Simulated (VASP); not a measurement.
# HfN (P1) in VASP: single point with PBEsol

Aim: the single point of HfN with PBEsol.

Everything below comes from runs of VASP 6.6.1. Logs are shortened: lines on timing, memory, paths and dates and some standing lists are left out, and cuts for length are marked.

### Step 1. The cell of the first run

The typed cell holds 2 atoms: a = 3.183 Å, b = 3.183 Å, c = 3.183 Å, α = 60.00°, β = 60.00°, γ = 60.00°.

### Step 2. Single point, PBEsol (atom 2 moved 0.45 Å)

INCAR

```
SYSTEM = HfN
PREC = Accurate
ENCUT = 520
EDIFF = 1E-6
ISMEAR = 0
SIGMA = 0.15
LREAL = .FALSE.
LASPH = .TRUE.
NELM = 100
ALGO = Normal
ISIF = 2
LWAVE = .FALSE.
LCHARG = .FALSE.
GGA = PS
NBANDS = 14
```

KPOINTS

```
Automatic mesh
0
G
  14 14 14
  0 0 0
```

POSCAR

```
HfN
1.0
    0.0000000000      2.2507757578      2.2507757578
    2.2507757578      0.0000000000      2.2507757578
    2.2507757578      2.2507757578      0.0000000000
Hf N
1 1
Direct
   -0.0322649315      0.0854689739     -0.0158362982
    0.5322649315      0.4145310261      0.5158362982
```

Potentials or basis: VASP PAW PBE potentials, release 64 (Hf_pv, N).

Started as:

```bash
> cat potpaw_PBE.64/Hf_pv/POTCAR potpaw_PBE.64/N/POTCAR > POTCAR
> mpirun -np 1 vasp_std > vasp.out
```

OUTCAR:

```text
SYSTEM = HfN
   PREC = Accurate
   ENCUT = 520
   EDIFF = 1E-6
   ISMEAR = 0
   LREAL = .FALSE.
   LASPH = .TRUE.
   NELM = 100
   ISIF = 2
   GGA = PS

 ion  position               nearest neighbor table
   1  0.968  0.085  0.984-   2 1.96   2 2.05   2 2.07   2 2.50   2 2.52   2 2.58
   2  0.532  0.415  0.516-   1 1.96   1 2.05   1 2.07   1 2.50   1 2.52   1 2.58

  LATTYP: Found a face centered cubic cell.
 ALAT       =     4.5015515156

  Lattice vectors:

 A1 = (   0.0000000000,   2.2507757578,   2.2507757578)
 A2 = (   2.2507757578,   0.0000000000,   2.2507757578)
 A3 = (   2.2507757578,   2.2507757578,   0.0000000000)

Analysis of symmetry for initial positions (statically):
[... 5 lines left out ...]
 face centered cubic supercell.

 Subroutine GETGRP returns: Found  1 space group operations
 (whereof  1 operations were pure point group operations)
 out of a pool of 48 trial point group operations.

The static configuration has the point symmetry C_1 .

Analysis of symmetry for dynamics (positions and initial velocities):
[... 5 lines left out ...]
 face centered cubic supercell.

 Subroutine GETGRP returns: Found  1 space group operations
 (whereof  1 operations were pure point group operations)
 out of a pool of 48 trial point group operations.

The dynamic configuration has the point symmetry C_1 .

 Subroutine INISYM returns: Found  1 space group operations
 (whereof  1 operations are pure point group operations),
 and found     1 'primitive' translations

----------------------------------------------------------------------------------------

                                     Primitive cell

  volume of cell :      22.8048

  direct lattice vectors                    reciprocal lattice vectors
     0.000000000  2.250775758  2.250775758    -0.222145631  0.222145631  0.222145631
     2.250775758  0.000000000  2.250775758     0.222145631 -0.222145631  0.222145631
     2.250775758  2.250775758  0.000000000     0.222145631  0.222145631 -0.222145631

  length of vectors
     3.183077603  3.183077603  3.183077603     0.384767519  0.384767519  0.384767519

  position of ions in fractional coordinates (direct lattice)
     0.967735068  0.085468974  0.984163702
     0.532264932  0.414531026  0.515836298

  ion indices of the primitive-cell ions
   primitive index   ion index
                 1           1
                 2           2

----------------------------------------------------------------------------------------

 KPOINTS: Automatic mesh

Automatic generation of k-mesh.
 Grid dimensions read from file:
 generate k-points for:   14   14   14

 Generating k-lattice:

  Cartesian coordinates                     Fractional coordinates (reciprocal lattice)
    -0.015867545  0.015867545  0.015867545     0.071428571  0.000000000  0.000000000
     0.015867545 -0.015867545  0.015867545     0.000000000  0.071428571  0.000000000
     0.015867545  0.015867545 -0.015867545     0.000000000  0.000000000  0.071428571

  Length of vectors
     0.027483394  0.027483394  0.027483394

  Shift w.r.t. Gamma in fractional coordinates (k-lattice)
     0.000000000  0.000000000  0.000000000

 Subroutine IBZKPT returns following result:
 ===========================================

 Found   1376 irreducible k-points:

 Following reciprocal coordinates:
            Coordinates               Weight
  0.000000  0.000000  0.000000      1.000000
  0.071429  0.000000  0.000000      2.000000
  0.000000  0.071429  0.000000      2.000000
  0.000000  0.000000  0.071429      2.000000
  0.071429  0.071429  0.071429      2.000000
  0.142857  0.000000  0.000000      2.000000
[... 16 lines left out ...]
  0.000000  0.428571  0.000000      2.000000
  0.000000  0.000000  0.428571      2.000000
 [... further k-points ...]
   k-points           NKPTS =   1376   k-points in BZ     NKDIM =   1376   number of bands    NBANDS=     14
   number of dos      NEDOS =    301   number of ions     NIONS =      2
   total plane-waves  NPLWV =  13824
   dimension x,y,z NGX =    24 NGY =   24 NGZ =   24
   dimension x,y,z NGXF=    48 NGYF=   48 NGZF=   48
   ions per type =               1   1
   NGX,Y,Z   is equivalent  to a cutoff of  12.53, 12.53, 12.53 a.u.
   NGXF,Y,Z  is equivalent  to a cutoff of  25.07, 25.07, 25.07 a.u.
 SYSTEM =  HfN
   PREC   = accura    normal or accurate (medium, high low for compatibility)
   ISTART =      0    job   : 0-new  1-cont  2-samecut
   ICHARG =      2    charge: 1-file 2-atom 10-const
   ISPIN  =      1    spin polarized calculation?
   LNONCOLLINEAR =      F non collinear calculations
   LSORBIT =      F    spin-orbit coupling
   LASPH  =      T    aspherical Exc in radial PAW
   ENCUT  =  520.0 eV  38.22 Ry    6.18 a.u.   5.92  5.92  5.92*2*pi/ulx,y,z
   NELM   =    100;   NELMIN=  2; NELMDL= -5     # of ELM steps
   EDIFF  = 0.1E-05   stopping-criterion for ELM
   LREAL  =      F    real-space projection
   EDIFFG = 0.1E-04   stopping-criterion for IOM
   NSW    =      0    number of steps for IOM
   IBRION =     -1    ionic relax: 0-MD 1-quasi-New 2-CG
   NFREE  =      0    steps in history (QN), initial steepest desc. (CG)
   ISIF   =      2    stress and relaxation
   ISYM   =      2    0-nonsym 1-usesym 2-fastsym
   POTIM  = 0.5000    time-step for ionic-motion
   TEBEG  =    0.0;   TEEND  =   0.0 temperature during run
   PSTRESS=    0.0 pullay stress
   NELECT =      15.0000    total number of electrons
   NUPDOWN=      -1.0000    fix difference up-down
   EMIN   =  10.00;   EMAX   =-10.00  energy-range for DOS
   EFERMI =   0.00;   METHOD = LEGACY
   ISMEAR =     0;   SIGMA  =   0.15  broadening in eV -4-tet -1-fermi 0-gaus
   EFERMI_NEDOS =   21; number of points for ismear=-14 and -15
   IALGO  =     38    algorithm
   IMIX   =      4    mixing-type and parameters
     AMIX     =   0.40;   BMIX     =  1.00
     AMIX_MAG =   1.60;   BMIX_MAG =  1.00
  volume/ion in A,a.u.               =      11.40        76.95
  Fermi-wavevector in a.u.,A,eV,Ry     =   1.423737  2.690472 27.579367  2.027026
  Thomas-Fermi vector in A             =   2.544302
   LORBIT       =      0    0 simple, 1 ext, 2 COOP (PROOUT), +10 PAW based schemes
   GGA     = PS    functional components
   LHFCALC =     F    Hartree Fock is set to
   AEXX    =    0.0000 exact exchange contribution
   IVDW    =     0    specifies the selected vdW correction
   LEPSILON=     F    determine dielectric tensor
   LRPA    =     F    only Hartree local field effects (RPA)
 non-spin polarized calculation
 Gauss-broadening in eV      SIGMA  =   0.15
  energy-cutoff  :      520.00
  volume of cell :       22.80
 maximum number of plane-waves:       636
   NGX = 11   NGY = 11   NGZ = 11

 number of electron      15.0000000 magnetization

 Free energy of the ion-electron system (eV)
  ---------------------------------------------------
  ext. energy  EPLUGINS =         0.00000000
  ---------------------------------------------------
  free energy    TOTEN  =       -21.83492907 eV

  energy without entropy =      -21.82576546  energy(sigma->0) =      -21.83034726

 E-fermi :   8.2080     XC(G=0): -12.8754

 val. band max:        8.2078558804   @ k =   0.2857   0.2857  -0.3571
 cond. band min:       8.2087719616   @ k =   0.2143   0.4286  -0.0714
 fundamental gap:      0.0009160812
 Fermi energy:         8.2079647672

 k-point     1 :       0.0000    0.0000    0.0000
  band No.  band energies     occupation
      1     -22.6343      2.00000
      2     -22.5582      2.00000
      3     -22.5425      2.00000
      4      -9.2377      2.00000
      5       3.4840      2.00000
      6       3.5354      2.00000
      7       3.6745      2.00000
      8       8.2668      0.57914
      9       8.7675      0.00000
     10       9.5617      0.00000
     11      10.8748      0.00000
     12      12.1252      0.00000
     13      12.6351      0.00000
     14      17.5388      0.00000

 k-point     2 :       0.0714    0.0000    0.0000
  band No.  band energies     occupation
      1     -22.6706      2.00000
      2     -22.5863      2.00000
      3     -22.5505      2.00000
      4      -9.1122      2.00000
      5       2.9644      2.00000
      6       3.5571      2.00000
      7       3.9106      2.00000
      8       8.1912      1.12559
      9       8.5999      0.00022
     10       9.6389      0.00000
     11      10.7995      0.00000
     12      12.5910      0.00000
     13      13.1579      0.00000
     14      17.9415      0.00000

 k-point     3 :       0.0000    0.0714    0.0000
  band No.  band energies     occupation
      1     -22.6699      2.00000
      2     -22.5761      2.00000
      3     -22.5520      2.00000
      4      -9.1319      2.00000
      5       3.2584      2.00000
      6       3.3936      2.00000
      7       3.5464      2.00000
      8       8.3998      0.07056
      9       8.8457      0.00000
     10       9.5026      0.00000
     11      11.1125      0.00000
     12      12.4276      0.00000
     13      12.9053      0.00000
     14      18.0156      0.00000

 k-point     4 :       0.0000    0.0000    0.0714
  band No.  band energies     occupation
      1     -22.6707      2.00000
      2     -22.5847      2.00000
      3     -22.5534      2.00000
      4      -9.1087      2.00000
      5       3.0029      2.00000
      6       3.4749      2.00000
      7       3.9774      2.00000
      8       8.1114      1.63752
      9       8.6655      0.00002
     10       9.6212      0.00000
     11      10.8039      0.00000
     12      12.5085      0.00000
     13      13.2416      0.00000
     14      17.9341      0.00000

 k-point     5 :       0.0714    0.0714    0.0714
  band No.  band energies     occupation
      1     -22.6721      2.00000
      2     -22.5819      2.00000
      3     -22.5526      2.00000
      4      -9.1138      2.00000
      5       2.9570      2.00000
      6       3.5683      2.00000
      7       3.8980      2.00000
      8       8.2299      0.83652
      9       8.5666      0.00072
     10       9.6452      0.00000
     11      10.7963      0.00000
[... 276 lines left out ...]
 k-point    22 :       0.4286    0.0000    0.0000
  band No.  band energies     occupation
      1     -23.6397      2.00000
      2     -22.7071      2.00000
      3     -22.6511      2.00000
      4      -6.7235      2.00000
      5      -0.3724      2.00000
      6       2.2880      2.00000
      7       3.0074      2.00000
      8       9.1332      0.00000
      9      10.9810      0.00000
     10      12.0780      0.00000
     11      12.8603      0.00000
     12      16.2538      0.00000
     13      17.1775      0.00000
     14      20.0510      0.00000

 k-point    23 :       0.0000    0.4286    0.0000
  band No.  band energies     occupation
      1     -23.5274      2.00000
      2     -22.6806      2.00000
      3     -22.6396      2.00000
      4      -7.1369      2.00000
      5      -0.0278      2.00000
      6       1.6386      2.00000
      7       1.6531      2.00000
      8      10.7110      0.00000
      9      11.9982      0.00000
     10      12.2140      0.00000
     11      14.6594      0.00000
     12      17.0378      0.00000
     13      17.7255      0.00000
     14      18.7646      0.00000

 k-point    24 :       0.0000    0.0000    0.4286
  band No.  band energies     occupation
      1     -23.6555      2.00000
      2     -22.7003      2.00000
      3     -22.6653      2.00000
      4      -6.6396      2.00000
      5      -0.4084      2.00000
      6       2.3964      2.00000
      7       3.1274      2.00000
      8       9.0640      0.00000
      9      11.0405      0.00000
     10      11.7799      0.00000
     11      12.7387      0.00000
     12      15.7999      0.00000
     13      17.2215      0.00000
     14      20.2927      0.00000

 [... further k-points ...]
[... 5 lines left out ...]
  --------------------------------------------------------------------------------------
  -------------------------------------------------------------------------------------
  Total        5.1196885      2.2564437      2.7910787      0.6166746      0.3346364     -0.7555883
  in kB      359.6892331    158.5288845    196.0902401     43.3251393     23.5102378    -53.0846710
  external PRESSURE =     238.1027859 kB  Pullay stress =       0.0000000 kB

 VOLUME and BASIS-vectors are now :
 -----------------------------------------------------------------------------
  energy-cutoff  :      520.00
  volume of cell :       22.80
      direct lattice vectors                 reciprocal lattice vectors
     0.000000000  2.250775758  2.250775758    -0.222145631  0.222145631  0.222145631
     2.250775758  0.000000000  2.250775758     0.222145631 -0.222145631  0.222145631
     2.250775758  2.250775758  0.000000000     0.222145631  0.222145631 -0.222145631

 POSITION                                       TOTAL-FORCE (eV/Angst)
 -----------------------------------------------------------------------------------
      2.40750      4.39329      2.37053        -3.708345      2.061154     -2.385138
      2.09405      2.35904      2.13103         3.708345     -2.061154      2.385138
 -----------------------------------------------------------------------------------
    total drift:                                0.000099     -0.000068      0.000008

  FREE ENERGIE OF THE ION-ELECTRON SYSTEM (eV)
  ---------------------------------------------------
  free  energy   TOTEN  =       -21.8349290740 eV

  energy  without entropy=      -21.8257654558  energy(sigma->0) =      -21.83034726
```

Wall time 2.2 min (1 thread of Intel Xeon 6975P-C (Granite Rapids), shared host); peak memory 0.53 GiB.

What came out:

| Quantity | Value |
| --- | --- |
| Free energy | -21.8349 eV |
| Pressure | 23.8 GPa |
| Largest force | 4.867 eV/Å |

Forces on the atoms (eV/Å):
```
Hf  -3.708  2.061 -2.385
N    3.708 -2.061  2.385
```

Levels at points of the mesh, in eV from the Fermi level:
```tsv
k point	band 4	band 5	band 6	band 7	band 8	band 9	band 10	band 11
(0.00, 0.00, 0.00)	-17.45	-4.72	-4.67	-4.53	0.06	0.56	1.35	2.67
(0.50, 0.00, 0.00)	-14.78	-8.74	-5.99	-5.30	1.40	3.00	3.79	4.88
(0.00, 0.50, 0.00)	-15.22	-8.40	-6.65	-6.64	2.84	4.12	4.36	6.26
(0.00, 0.00, 0.50)	-14.69	-8.78	-5.88	-5.18	1.40	3.12	3.30	4.85
(0.50, 0.50, 0.50)	-14.82	-8.72	-6.03	-5.36	1.41	3.08	3.85	4.91
(0.50, 0.50, 0.00)	-16.12	-6.24	-5.32	-4.02	-0.53	4.70	4.99	5.48
(0.00, 0.50, 0.50)	-16.07	-5.90	-5.19	-3.93	-1.09	4.40	4.80	5.50
(0.50, 0.00, 0.50)	-16.14	-6.31	-5.35	-4.06	-0.38	4.67	5.02	5.53
```

Caveat: the cell differs from its parent crystal (atom 2 moved 0.45 Å); the PAW data sets were made with another functional, which shifts forces and pressure a little; spin-orbit coupling is left out, which moves the levels of the heavy elements.
